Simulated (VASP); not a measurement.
A run of VASP 6.6.1:

Contents of INCAR:

```
PREC = Accurate
ENCUT = 520
EDIFF = 1E-6
ISMEAR = 0
SIGMA = 0.15
LREAL = False
LASPH = True
NELM = 80
ALGO = Normal
ISIF = 2
LWAVE = False
LCHARG = False
GGA = PE
NBANDS = 8
```

File KPOINTS:

```
Automatic mesh
0
Gamma
  20 20 20
```

Contents of POSCAR:

```
Al
1.0
    0.0000000000      1.9227810000      2.0745795000
    1.9227810000      0.0000000000      2.0745795000
    1.9227810000      1.9227810000      0.0000000000
Al
1
Direct
    0.0000000000      0.0000000000      0.0000000000
```

Potentials or basis: VASP PAW PBE potentials, release 64 (Al).

Run with:

```sh
$ cat potpaw_PBE.64/Al/POTCAR > POTCAR
$ mpirun -np 1 vasp_std > vasp.out
```

Hardware: 1 thread of Intel Xeon 8259CL, with other jobs on the host.

Q: How long does it take, and how much memory?

A: Wall time 67 s on 1 thread of Intel Xeon 8259CL, with other jobs on the host, peak memory 0.18 GiB. Counts: scf iterations 10, k points 641.
